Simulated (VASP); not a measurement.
Si23H4O48 (a cell with a defect): single point with PBE

Si23H4O48 (a cell with a defect):

```
Si O H
1.0
     9.83160    0.00000    0.00000
    -4.91580    8.51441    0.00000
     0.00000    0.00000   10.81820
Si O H
23 48 4
Direct
  0.26684 0.00098 0.16347
  0.00285 0.27037 0.33570
  0.23061 0.23541 0.00010
  0.26535 0.99775 0.66365
  0.99321 0.26636 0.83503
  0.23231 0.22851 0.50175
  0.26828 0.50274 0.16721
  0.99978 0.76761 0.33315
  0.23386 0.73303 0.99665
  0.99892 0.76669 0.83271
  0.23443 0.73561 0.49762
  0.76924 0.00430 0.16724
  0.49845 0.26709 0.33264
  0.72664 0.23202 0.00030
  0.76572 0.00123 0.66690
  0.49457 0.26577 0.83203
  0.73277 0.23381 0.49924
  0.76517 0.50083 0.16730
  0.50119 0.77037 0.33205
  0.73508 0.73690 0.00121
  0.76319 0.49956 0.66634
  0.50465 0.76921 0.83163
  0.73275 0.73549 0.49969
  0.06877 0.20662 0.44624
  0.29612 0.36583 0.10991
  0.14021 0.43474 0.27866
  0.20246 0.06990 0.05539
  0.36238 0.29444 0.39136
  0.43070 0.13842 0.22135
  0.06543 0.20987 0.94571
  0.30388 0.35177 0.61665
  0.13567 0.42902 0.77808
  0.19971 0.05743 0.54993
  0.35846 0.29582 0.88797
  0.42848 0.13645 0.72173
  0.06790 0.70632 0.44383
  0.29912 0.86841 0.10315
  0.13683 0.93004 0.27352
  0.20408 0.56985 0.05801
  0.36398 0.79940 0.38658
  0.43429 0.64068 0.22152
  0.06775 0.70498 0.94236
  0.29936 0.86433 0.60902
  0.13503 0.93004 0.77389
  0.20585 0.56995 0.55544
  0.35939 0.78706 0.88338
  0.45745 0.64843 0.71430
  0.56833 0.20467 0.44119
  0.79072 0.36288 0.10970
  0.63447 0.43318 0.27686
  0.70322 0.06912 0.05732
  0.86583 0.29920 0.39139
  0.93374 0.14158 0.22412
  0.56175 0.20462 0.94369
  0.79140 0.36227 0.61097
  0.63035 0.43231 0.77517
  0.70537 0.06909 0.55548
  0.85400 0.29271 0.88822
  0.93076 0.13663 0.72449
  0.56846 0.70787 0.44230
  0.79902 0.86851 0.11014
  0.63944 0.93563 0.27729
  0.70548 0.57144 0.05743
  0.86379 0.79712 0.38999
  0.93059 0.63562 0.22438
  0.56975 0.70901 0.94538
  0.79447 0.86456 0.61073
  0.63681 0.93933 0.77827
  0.70413 0.56993 0.55610
  0.86338 0.79661 0.88968
  0.92852 0.63351 0.72462
  0.45230 0.54777 0.72534
  0.22975 0.35611 0.67555
  0.30280 0.58497 0.59564
  0.11192 0.49122 0.69074
```

```json
{"Program": "VASP 6.6.1", "Task": "single point", "Functional": "PBE", "Potentials or basis": "VASP PAW PBE potentials, release 64 (Si, O, H)", "Cutoff": "520 eV", "k mesh": "1 × 1 × 1", "Occupations": "gaussian, width 0.02 eV", "Spin": "no spin polarisation"}
```

```json
{
 "Pressure": "2.4 GPa",
 "Largest force": "3.933 eV/Å",
 "Band gap on the k mesh": "5.70 eV"
}
```

Forces in eV/Å, atoms in the order of the input:
```
Si   0.012  0.015 -0.056
Si   0.003 -0.038 -0.034
Si  -0.110  0.006 -0.083
Si  -0.046  0.089  0.074
Si   0.106  0.440 -0.260
Si   0.012  0.022  0.027
Si   0.009 -0.024 -0.098
Si  -0.068  0.036 -0.082
Si   0.012 -0.068 -0.055
Si   0.002  0.019  0.067
Si  -0.244  0.487 -0.209
Si   0.014  0.021 -0.062
Si  -0.013  0.013 -0.016
Si   0.059  0.015 -0.089
Si   0.075  0.085  0.083
Si  -0.029  0.014  0.049
Si  -0.006 -0.049  0.018
Si   0.011 -0.030 -0.040
Si   0.107  0.017 -0.082
Si  -0.017 -0.008 -0.011
Si  -0.036 -0.029  0.046
Si  -0.063  0.021  0.025
Si   0.008  0.005  0.046
O   -0.009  0.025 -0.014
O   -0.007  0.019  0.032
O   -0.001  0.008  0.044
O    0.036 -0.016  0.036
O   -0.004 -0.011 -0.005
O   -0.006  0.005  0.020
O    0.075 -0.085  0.124
O    0.094 -0.010 -0.143
O   -1.734  1.743 -3.069
O    0.025 -0.028 -0.003
O    0.043 -0.012  0.002
O   -0.013 -0.031 -0.032
O    0.103 -0.039  0.074
O   -0.011  0.004  0.019
O    0.010 -0.031  0.026
O    0.018  0.018  0.050
O   -0.059 -0.112  0.125
O   -0.009  0.028  0.044
O   -0.021  0.029 -0.012
O    0.040 -0.150 -0.068
O    0.031 -0.011 -0.039
O   -0.218 -0.339  0.375
O    0.006  0.014  0.009
O   -0.033  0.050 -0.074
O    0.003  0.007 -0.001
O   -0.026  0.015  0.030
O    0.007  0.000  0.009
O    0.014 -0.024  0.042
O    0.006  0.010  0.015
O   -0.009  0.016  0.027
O   -0.023  0.003 -0.005
O    0.008  0.021 -0.027
O    0.022  0.011 -0.030
O   -0.019  0.012 -0.030
O   -0.138 -0.078  0.105
O   -0.066 -0.179 -0.070
O   -0.043  0.005 -0.012
O   -0.008 -0.004  0.008
O   -0.019 -0.031  0.030
O    0.013  0.008  0.016
O    0.013 -0.015  0.009
O    0.005  0.025  0.039
O    0.008  0.005 -0.008
O   -0.005 -0.047 -0.045
O   -0.012 -0.026 -0.006
O    0.013  0.010 -0.007
O    0.007 -0.019 -0.003
O    0.017 -0.003 -0.038
H    0.006 -0.103 -0.011
H   -0.222  0.080  0.216
H    0.251 -0.041  0.158
H    2.045 -1.782  2.816
```

Stress tensor (GPa, compression positive):
```
 2.31  0.20 -0.30
 0.20  2.87  0.18
-0.30  0.18  1.88
```

Levels at points of the mesh, in eV from the valence-band top:
```
           k point  band 190  band 191  band 192  band 193  band 194  band 195
(0.00, 0.00, 0.00)     -0.11     -0.03      0.00      5.70      7.53      7.72
```

Wall time 5.4 min on 1 thread of AMD EPYC 7R13 Processor (Zen 3), with other jobs on the host, peak memory 0.95 GiB.

Caveat: the k points lie up to 0.74 Å⁻¹ apart.
